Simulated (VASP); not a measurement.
# Al8H in VASP: a series of runs

Al8H is run at these levels: PBE; tasks: single point.

All numbers are computed with VASP 6.6.1; they aren't measurements. Logs are shortened: lines on timing, memory, paths and dates and some standing lists are left out, and cuts for length are marked.

### 1 The cell of the first run

The cell holds a slab with vacuum, 18 atoms: a = 5.714 Å, b = 8.081 Å, c = 22.244 Å, α = 90.00°, β = 90.00°, γ = 90.00°.

### 2 Single point, PBE

The input, INCAR:

```
PREC = Accurate
ENCUT = 520
EDIFF = 1E-6
ISMEAR = 0
SIGMA = 0.1
LREAL = Auto
LASPH = True
NELM = 80
ALGO = Normal
ISIF = 2
LWAVE = False
LCHARG = True
LDIPOL = True
IDIPOL = 3
DIPOL = 0.5 0.5 0.294
GGA = PE
LELF = True
LVHAR = True
LVACPOTAV = True
NBANDS = 40
```

The input, KPOINTS:

```
regular mesh
0
Gamma
  5 4 1
```

The input, POSCAR:

```
Al8H
1.0
    5.7143028096      0.0000000000      0.0000000000
    0.0000000000      8.0812445328      0.0000000000
    0.0000000000      0.0000000000     22.2437981863
Al H
16 2
Direct
    0.2500000000      0.2500000000      0.1798254042
    0.2500000000      0.7500000000      0.1798254042
    0.7500000000      0.2500000000      0.1798254042
    0.7500000000      0.7500000000      0.1798254042
    0.0000000000      0.0000000000      0.2440489550
    0.0000000000      0.5000000000      0.2440489550
    0.5000000000      0.0000000000      0.2440489550
    0.5000000000      0.5000000000      0.2440489550
    0.2500000000      0.2500000000      0.3102692916
    0.2500000000      0.7500000000      0.3102692916
    0.7500000000      0.2500000000      0.3102692916
    0.7500000000      0.7500000000      0.3102692916
    0.0000000000      0.0000000000      0.3706110853
    0.0000000000      0.5000000000      0.3706110853
    0.5000000000      0.0000000000      0.3706110853
    0.5000000000      0.5000000000      0.3706110853
    0.7500000000     -0.1382831562      0.4339995403
    0.7500000000      0.1382831562      0.4339995403
```

Potentials or basis: VASP PAW PBE potentials, release 64 (Al, H).

Run with:

```bash
> cat potpaw_PBE.64/Al/POTCAR potpaw_PBE.64/H/POTCAR > POTCAR
> mpirun -np 1 vasp_std > vasp.out
```

OUTCAR:

```text
PREC = Accurate
   ENCUT = 520
   EDIFF = 1E-6
   ISMEAR = 0
   LREAL = Auto
   LASPH = True
   NELM = 80
   ISIF = 2
   GGA = PE

 ion  position               nearest neighbor table
   1  0.250  0.250  0.180-   3 2.86   3 2.86   6 2.86   7 2.86   8 2.86   5 2.86   9 2.90
   2  0.250  0.750  0.180-   4 2.86   4 2.86   6 2.86   7 2.86   8 2.86   5 2.86  10 2.90
   3  0.750  0.250  0.180-   1 2.86   1 2.86   6 2.86   7 2.86   8 2.86   5 2.86  11 2.90
   4  0.750  0.750  0.180-   2 2.86   2 2.86   6 2.86   7 2.86   8 2.86   5 2.86  12 2.90
   5  0.000  0.000  0.244-  13 2.82   7 2.86   7 2.86   4 2.86   1 2.86   2 2.86   3 2.86  11 2.88
                            12 2.88   9 2.88  10 2.88
   6  0.000  0.500  0.244-  14 2.82   8 2.86   8 2.86   4 2.86   1 2.86   2 2.86   3 2.86  11 2.88
                            12 2.88   9 2.88  10 2.88
   7  0.500  0.000  0.244-  15 2.82   5 2.86   5 2.86   4 2.86   1 2.86   2 2.86   3 2.86  11 2.88
                            12 2.88   9 2.88  10 2.88
   8  0.500  0.500  0.244-  16 2.82   6 2.86   6 2.86   4 2.86   1 2.86   2 2.86   3 2.86  11 2.88
                            12 2.88   9 2.88  10 2.88
   9  0.250  0.250  0.310-  13 2.81  14 2.81  15 2.81  16 2.81  11 2.86  11 2.86   7 2.88   8 2.88
                             5 2.88   6 2.88   1 2.90
  10  0.250  0.750  0.310-  13 2.81  14 2.81  15 2.81  16 2.81  12 2.86  12 2.86   7 2.88   8 2.88
                             5 2.88   6 2.88   2 2.90
  11  0.750  0.250  0.310-  13 2.81  14 2.81  15 2.81  16 2.81   9 2.86   9 2.86   7 2.88   8 2.88
                             5 2.88   6 2.88   3 2.90
  12  0.750  0.750  0.310-  13 2.81  14 2.81  15 2.81  16 2.81  10 2.86  10 2.86   7 2.88   8 2.88
                             5 2.88   6 2.88   4 2.90
  13  0.000  0.000  0.371-   9 2.81  10 2.81  11 2.81  12 2.81   5 2.82  15 2.86  15 2.86
  14  0.000  0.500  0.371-   9 2.81  10 2.81  11 2.81  12 2.81   6 2.82  16 2.86  16 2.86
  15  0.500  0.000  0.371-   9 2.81  10 2.81  11 2.81  12 2.81   7 2.82  13 2.86  13 2.86
  16  0.500  0.500  0.371-   9 2.81  10 2.81  11 2.81  12 2.81   8 2.82  14 2.86  14 2.86
  17  0.750  0.862  0.434-
  18  0.750  0.138  0.434-

  LATTYP: Found a simple orthorhombic cell.
 ALAT       =     5.7143028096
 B/A-ratio  =     1.4142135624
 C/A-ratio  =     3.8926530370

  Lattice vectors:

 A1 = (   5.7143028096,   0.0000000000,   0.0000000000)
 A2 = (   0.0000000000,   8.0812445328,   0.0000000000)
 A3 = (   0.0000000000,   0.0000000000,  22.2437981863)

Analysis of symmetry for initial positions (statically):
=====================================================================
 Subroutine PRICEL returns:
 Original cell was already a primitive cell.

 Routine SETGRP: Setting up the symmetry group for a
 simple orthorhombic supercell.

 Subroutine GETGRP returns: Found  4 space group operations
 (whereof  2 operations were pure point group operations)
 out of a pool of  8 trial point group operations.

The static configuration has the point symmetry C_1h.
 The point group associated with its full space group is C_2v.

Analysis of symmetry for dynamics (positions and initial velocities):
=====================================================================
 Subroutine PRICEL returns:
 Original cell was already a primitive cell.

 Routine SETGRP: Setting up the symmetry group for a
 simple orthorhombic supercell.

 Subroutine GETGRP returns: Found  4 space group operations
 (whereof  2 operations were pure point group operations)
 out of a pool of  8 trial point group operations.

The dynamic configuration has the point symmetry C_1h.
 The point group associated with its full space group is C_2v.

 Subroutine INISYM returns: Found  4 space group operations
 (whereof  2 operations are pure point group operations),
 and found     1 'primitive' translations

----------------------------------------------------------------------------------------

                                     Primitive cell

  volume of cell :    1027.1892

  direct lattice vectors                    reciprocal lattice vectors
     5.714302810  0.000000000  0.000000000     0.174999476  0.000000000  0.000000000
     0.000000000  8.081244533  0.000000000     0.000000000  0.123743317  0.000000000
     0.000000000  0.000000000 22.243798186     0.000000000  0.000000000  0.044956351

  length of vectors
     5.714302810  8.081244533 22.243798186     0.174999476  0.123743317  0.044956351

  position of ions in fractional coordinates (direct lattice)
     0.250000000  0.250000000  0.179825404
     0.250000000  0.750000000  0.179825404
     0.750000000  0.250000000  0.179825404
     0.750000000  0.750000000  0.179825404
     0.000000000  0.000000000  0.244048955
     0.000000000  0.500000000  0.244048955
[... 10 lines left out ...]
     0.750000000  0.861716844  0.433999540
     0.750000000  0.138283156  0.433999540

  ion indices of the primitive-cell ions
   primitive index   ion index
                 1           1
                 2           2
                 3           3
                 4           4
                 5           5
                 6           6
[... 10 lines left out ...]
                17          17
                18          18

----------------------------------------------------------------------------------------

 KPOINTS: regular mesh

Automatic generation of k-mesh.
 Grid dimensions read from file:
 generate k-points for:    5    4    1

 Generating k-lattice:

  Cartesian coordinates                     Fractional coordinates (reciprocal lattice)
     0.034999895  0.000000000  0.000000000     0.200000000  0.000000000  0.000000000
     0.000000000  0.030935829  0.000000000     0.000000000  0.250000000  0.000000000
     0.000000000  0.000000000  0.044956351     0.000000000  0.000000000  1.000000000

  Length of vectors
     0.034999895  0.030935829  0.044956351

  Shift w.r.t. Gamma in fractional coordinates (k-lattice)
     0.000000000  0.000000000  0.000000000

 Subroutine IBZKPT returns following result:
 ===========================================

 Found      9 irreducible k-points:

 Following reciprocal coordinates:
            Coordinates               Weight
  0.000000  0.000000  0.000000      1.000000
  0.200000  0.000000  0.000000      2.000000
  0.400000  0.000000  0.000000      2.000000
  0.000000  0.250000  0.000000      2.000000
  0.200000  0.250000  0.000000      4.000000
  0.400000  0.250000  0.000000      4.000000
  0.000000  0.500000  0.000000      1.000000
  0.200000  0.500000  0.000000      2.000000
  0.400000  0.500000  0.000000      2.000000
   k-points           NKPTS =      9   k-points in BZ     NKDIM =      9   number of bands    NBANDS=     40
   number of dos      NEDOS =    301   number of ions     NIONS =     18
   total plane-waves  NPLWV = 423360
   dimension x,y,z NGX =    42 NGY =   60 NGZ =  168
   dimension x,y,z NGXF=    84 NGYF=  120 NGZF=  336
   ions per type =              16   2
   NGX,Y,Z   is equivalent  to a cutoff of  12.22, 12.34, 12.56 a.u.
   NGXF,Y,Z  is equivalent  to a cutoff of  24.44, 24.69, 25.11 a.u.
 SYSTEM =  unknown system
   PREC   = accura    normal or accurate (medium, high low for compatibility)
   ISTART =      0    job   : 0-new  1-cont  2-samecut
   ICHARG =      2    charge: 1-file 2-atom 10-const
   ISPIN  =      1    spin polarized calculation?
   LNONCOLLINEAR =      F non collinear calculations
   LSORBIT =      F    spin-orbit coupling
   LASPH  =      T    aspherical Exc in radial PAW
   ENCUT  =  520.0 eV  38.22 Ry    6.18 a.u.  10.62 15.03 41.36*2*pi/ulx,y,z
   NELM   =     80;   NELMIN=  2; NELMDL= -5     # of ELM steps
   EDIFF  = 0.1E-05   stopping-criterion for ELM
   LREAL  =      T    real-space projection
   EDIFFG = 0.1E-04   stopping-criterion for IOM
   NSW    =      0    number of steps for IOM
   IBRION =     -1    ionic relax: 0-MD 1-quasi-New 2-CG
   NFREE  =      0    steps in history (QN), initial steepest desc. (CG)
   ISIF   =      2    stress and relaxation
   ISYM   =      2    0-nonsym 1-usesym 2-fastsym
   POTIM  = 0.5000    time-step for ionic-motion
   TEBEG  =    0.0;   TEEND  =   0.0 temperature during run
   PSTRESS=    0.0 pullay stress
   NELECT =      50.0000    total number of electrons
   NUPDOWN=      -1.0000    fix difference up-down
   EMIN   =  10.00;   EMAX   =-10.00  energy-range for DOS
   EFERMI =   0.00;   METHOD = LEGACY
   ISMEAR =     0;   SIGMA  =   0.10  broadening in eV -4-tet -1-fermi 0-gaus
   EFERMI_NEDOS =   21; number of points for ismear=-14 and -15
   IALGO  =     38    algorithm
   IMIX   =      4    mixing-type and parameters
     AMIX     =   0.40;   BMIX     =  1.00
     AMIX_MAG =   1.60;   BMIX_MAG =  1.00
  volume/ion in A,a.u.               =      57.07       385.10
  Fermi-wavevector in a.u.,A,eV,Ry     =   0.597743  1.129571  4.861321  0.357297
  Thomas-Fermi vector in A             =   1.648585
   LORBIT       =      0    0 simple, 1 ext, 2 COOP (PROOUT), +10 PAW based schemes
   GGA     = PE    functional components
   LHFCALC =     F    Hartree Fock is set to
   AEXX    =    0.0000 exact exchange contribution
   IVDW    =     0    specifies the selected vdW correction
   LEPSILON=     F    determine dielectric tensor
   LRPA    =     F    only Hartree local field effects (RPA)
 non-spin polarized calculation
 Gauss-broadening in eV      SIGMA  =   0.10
  energy-cutoff  :      520.00
  volume of cell :     1027.19
 maximum number of plane-waves:     27706
   NGX = 21   NGY = 31   NGZ = 83

 dipolmoment           0.000000      0.000000     -0.187873 electrons x Angstroem

 number of electron      49.9999999 magnetization

 dipolmoment           0.000000      0.000000      0.169160 electrons x Angstroem

 Free energy of the ion-electron system (eV)
  ---------------------------------------------------
  ext. energy  EPLUGINS =         0.00000000
  ---------------------------------------------------
  free energy    TOTEN  =       -59.19210143 eV

  energy without entropy =      -59.12903928  energy(sigma->0) =      -59.16057036

 E-fermi :  -1.1146     XC(G=0):  -3.6383

 val. band max:       -1.1220459592   @ k =   0.0000   0.2500   0.0000
 cond. band min:      -1.1010008664   @ k =   0.2000   0.0000   0.0000
 fundamental gap:      0.0210450928
 Fermi energy:        -1.1146213463

 k-point     1 :       0.0000    0.0000    0.0000
  band No.  band energies     occupation
      1     -11.3464      2.00000
      2      -9.2037      2.00000
      3      -9.0761      2.00000
      4      -8.9600      2.00000
      5      -6.9694      2.00000
      6      -6.9239      2.00000
[... 29 lines left out ...]
     36       0.9635      0.00000
     37       1.0851      0.00000

 k-point     2 :       0.2000    0.0000    0.0000
  band No.  band energies     occupation
      1     -11.1661      2.00000
      2      -9.0293      2.00000
      3      -8.8985      2.00000
      4      -8.7852      2.00000
      5      -8.4836      2.00000
      6      -6.7449      2.00000
[... 29 lines left out ...]
     36       1.1266      0.00000
     37       1.3066      0.00000
[... 238 lines left out ...]
     36       1.1128      0.00000
     37       1.3071      0.00000

 k-point     9 :       0.4000    0.5000    0.0000
  band No.  band energies     occupation
      1     -10.0977      2.00000
      2     -10.0434      2.00000
      3      -9.2042      2.00000
      4      -9.1516      2.00000
      5      -7.8513      2.00000
      6      -7.6552      2.00000
[... 29 lines left out ...]
     36       1.5650      0.00000
     37       1.9766      0.00000
 [bands above 37 left out]

------------------------ aborting loop because EDIFF is reached ----------------------------------------

  FORCE on cell =-STRESS in cart. coord.  units (eV):
  Direction    XX          YY          ZZ          XY          YZ          ZX
  --------------------------------------------------------------------------------------
  -------------------------------------------------------------------------------------
  Total      -14.4570609     -3.0688516     -5.1809585      0.0000000      0.0000000      0.0000000
  in kB      -22.5496678     -4.7866979     -8.0810958      0.0000000      0.0000000      0.0000000
  external PRESSURE =     -11.8058205 kB  Pullay stress =       0.0000000 kB

 VOLUME and BASIS-vectors are now :
 -----------------------------------------------------------------------------
  energy-cutoff  :      520.00
  volume of cell :     1027.19
      direct lattice vectors                 reciprocal lattice vectors
     5.714302810  0.000000000  0.000000000     0.174999476  0.000000000  0.000000000
     0.000000000  8.081244533  0.000000000     0.000000000  0.123743317  0.000000000
     0.000000000  0.000000000 22.243798186     0.000000000  0.000000000  0.044956351

 POSITION                                       TOTAL-FORCE (eV/Angst)
 -----------------------------------------------------------------------------------
      1.42858      2.02031      4.00000        -0.000000     -0.010347      0.304235
      1.42858      6.06093      4.00000        -0.000000      0.010347      0.304235
      4.28573      2.02031      4.00000        -0.000000     -0.016892      0.195767
      4.28573      6.06093      4.00000        -0.000000      0.016892      0.195767
      0.00000      0.00000      5.42858         0.185928      0.000000     -0.253003
      0.00000      4.04062      5.42858         0.032572      0.000000     -0.289160
[... 10 lines left out ...]
      4.28573      6.96374      9.65380        -0.000000      0.192363     -1.365782
      4.28573      1.11750      9.65380        -0.000000     -0.192363     -1.365782
 -----------------------------------------------------------------------------------
    total drift:                               -0.000000     -0.000000     -0.014745

  FREE ENERGIE OF THE ION-ELECTRON SYSTEM (eV)
  ---------------------------------------------------
  free  energy   TOTEN  =       -59.1921014311 eV

  energy  without entropy=      -59.1290392819  energy(sigma->0) =      -59.16057036

 vacuum level on the upper side and lower side of the slab         3.618         2.955
```

Run time: 8.1 min. Hardware: 1 thread of Intel Xeon 6975P-C (Granite Rapids), shared host; peak memory 0.9 GiB.

Results:

| Quantity | Value |
| --- | --- |
| Free energy | -59.1921 eV |
| Largest force | 1.427 eV/Å |
| Band gap on the k mesh | zero (bands 25 and 26 overlap by 0.46 eV) |

Forces in eV/Å, atoms in the order of the input:
```
Al   0.000 -0.010  0.304
Al   0.000  0.010  0.304
Al   0.000 -0.017  0.196
Al   0.000  0.017  0.196
Al   0.186  0.000 -0.253
Al   0.033  0.000 -0.289
Al  -0.186  0.000 -0.253
Al  -0.033  0.000 -0.289
Al   0.000  0.011 -0.008
Al   0.000 -0.011 -0.008
Al   0.000  0.081  0.048
Al   0.000 -0.081  0.048
Al  -0.534  0.000  1.323
Al  -0.085  0.000  0.045
Al   0.534  0.000  1.323
Al   0.085  0.000  0.045
H    0.000  0.192 -1.366
H    0.000 -0.192 -1.366
```

Levels at points of the mesh, in eV from the Fermi level:
```tsv
k point	band 22	band 23	band 24	band 25	band 26	band 27	band 28	band 29
(0.00, 0.00, 0.00)	-1.17	-0.74	-0.63	-0.34	-0.31	-0.11	0.38	0.47
(0.00, 0.50, 0.00)	-0.93	-0.93	-0.85	-0.50	-0.14	0.23	0.27	0.32
```

### 3 Single point, PBE

The input, INCAR:

```
PREC     = Accurate       # precision mode
ENCUT    = 520            # plane-wave cutoff, eV
EDIFF    = 1E-6           # SCF threshold, eV
ISMEAR   = 0              # smearing method
SIGMA    = 0.1            # smearing width, eV
LREAL    = Auto         
LASPH    = True           # aspherical terms in the spheres
NELM     = 80             # most SCF steps
ALGO     = Normal         # electronic algorithm
ISIF     = 2              # what is computed and relaxed
LWAVE    = False          # write WAVECAR
LCHARG   = False          # write CHGCAR
LDIPOL   = True         
IDIPOL   = 3            
DIPOL    = 0.5 0.5 0.289
GGA      = PE             # functional
NBANDS   = 40             # bands
```

KPOINTS is that of step 2.

Edit POSCAR of step 2 so:

```diff
@@ -24,3 +24,3 @@
     0.5000000000      0.5000000000      0.3706110853
-    0.7500000000     -0.1382831562      0.4339995403
-    0.7500000000      0.1382831562      0.4339995403
+    0.7500000000     -0.1639598944      0.3908414432
+    0.7500000000      0.1639598944      0.3908414432
```

Potentials or basis: VASP PAW PBE potentials, release 64 (Al, H).

Run with:

```bash
> cat potpaw_PBE.64/Al/POTCAR potpaw_PBE.64/H/POTCAR > POTCAR
> mpirun -np 1 vasp_std > vasp.out
```

It took 7.8 min on 1 thread of Intel Xeon 6975P-C (Granite Rapids), shared host; peak memory 0.89 GiB.

It converged, with:

```
Free energy            : -60.5954 eV
Largest force          : 0.687 eV/Å
Band gap on the k mesh : zero (bands 25 and 26 overlap by 0.47 eV)
```

Forces in eV/Å, atoms in the order of the input:
```
Al   0.000 -0.049  0.292
Al   0.000  0.049  0.292
Al   0.000 -0.023  0.224
Al   0.000  0.023  0.224
Al   0.078  0.000 -0.074
Al  -0.010  0.000 -0.286
Al  -0.078  0.000 -0.074
Al   0.010  0.000 -0.286
Al   0.000  0.033 -0.071
Al   0.000 -0.033 -0.071
Al   0.000  0.187 -0.095
Al   0.000 -0.187 -0.095
Al   0.444  0.000  0.108
Al  -0.052  0.000 -0.041
Al  -0.444  0.000  0.108
Al   0.052  0.000 -0.041
H    0.000  0.685 -0.058
H    0.000 -0.685 -0.058
```

Levels at points of the mesh, in eV from the Fermi level:
| k point | band 24 | band 25 | band 26 | band 27 | band 28 | band 29 |
| --- | --- | --- | --- | --- | --- | --- |
| (0.00, 0.00, 0.00) | -0.77 | -0.39 | -0.28 | -0.18 | 0.55 | 1.09 |
| (0.00, 0.50, 0.00) | -0.92 | -0.37 | -0.23 | -0.02 | 0.21 | 0.23 |

### 4 Single point, PBE

Edit INCAR of step 3 so:

```diff
@@ -11,7 +11,10 @@
 LWAVE    = False          # write WAVECAR
-LCHARG   = False          # write CHGCAR
+LCHARG   = True           # write CHGCAR
 LDIPOL   = True         
 IDIPOL   = 3            
-DIPOL    = 0.5 0.5 0.289
+DIPOL    = 0.5 0.5 0.292
 GGA      = PE             # functional
+LELF     = True           # ELF
+LVHAR    = True         
+LVACPOTAV= True         
 NBANDS   = 40             # bands
```

The input, KPOINTS:

```
Automatic mesh
0
Gamma
  5 4 1
```

Edit POSCAR of step 3 so:

```diff
@@ -24,3 +24,3 @@
     0.5000000000      0.5000000000      0.3706110853
-    0.7500000000     -0.1639598944      0.3908414432
-    0.7500000000      0.1639598944      0.3908414432
+    0.7500000000     -0.1639598944      0.4196135079
+    0.7500000000      0.1639598944      0.4196135079
```

Run with:

```bash
> cat potpaw_PBE.64/Al/POTCAR potpaw_PBE.64/H/POTCAR > POTCAR
> mpirun -np 1 vasp_std > vasp.out
```

Run time: 8.3 min. Hardware: 1 thread of Intel Xeon 6975P-C (Granite Rapids), shared host; peak memory 0.9 GiB.

The run converged. Its results:

```
Free energy            : -59.7826 eV
Largest force          : 1.261 eV/Å
Band gap on the k mesh : zero (bands 25 and 26 overlap by 0.43 eV)
```

Forces on the atoms (eV/Å):
```
Al   0.000 -0.046  0.311
Al   0.000  0.046  0.311
Al   0.000  0.011  0.185
Al   0.000 -0.011  0.185
Al   0.118  0.000 -0.194
Al  -0.019  0.000 -0.304
Al  -0.118  0.000 -0.194
Al   0.019  0.000 -0.304
Al   0.000  0.028  0.006
Al   0.000 -0.028  0.006
Al   0.000  0.117  0.075
Al   0.000 -0.117  0.075
Al  -0.350  0.000  0.948
Al  -0.086  0.000  0.011
Al   0.350  0.000  0.948
Al   0.086  0.000  0.011
H    0.000  0.719 -1.036
H    0.000 -0.719 -1.036
```

Levels at points of the mesh, in eV from the Fermi level:
| k point | band 21 | band 22 | band 23 | band 24 | band 25 | band 26 | band 27 | band 28 | band 29 | band 30 |
| --- | --- | --- | --- | --- | --- | --- | --- | --- | --- | --- |
| (0.00, 0.00, 0.00) | -1.57 | -1.40 | -0.76 | -0.68 | -0.34 | -0.29 | -0.17 | 0.36 | 0.79 | 1.34 |
| (0.00, 0.50, 0.00) | -1.11 | -0.95 | -0.93 | -0.86 | -0.57 | -0.15 | 0.16 | 0.27 | 0.29 | 0.89 |

(Part 1 of 2 ends here.)
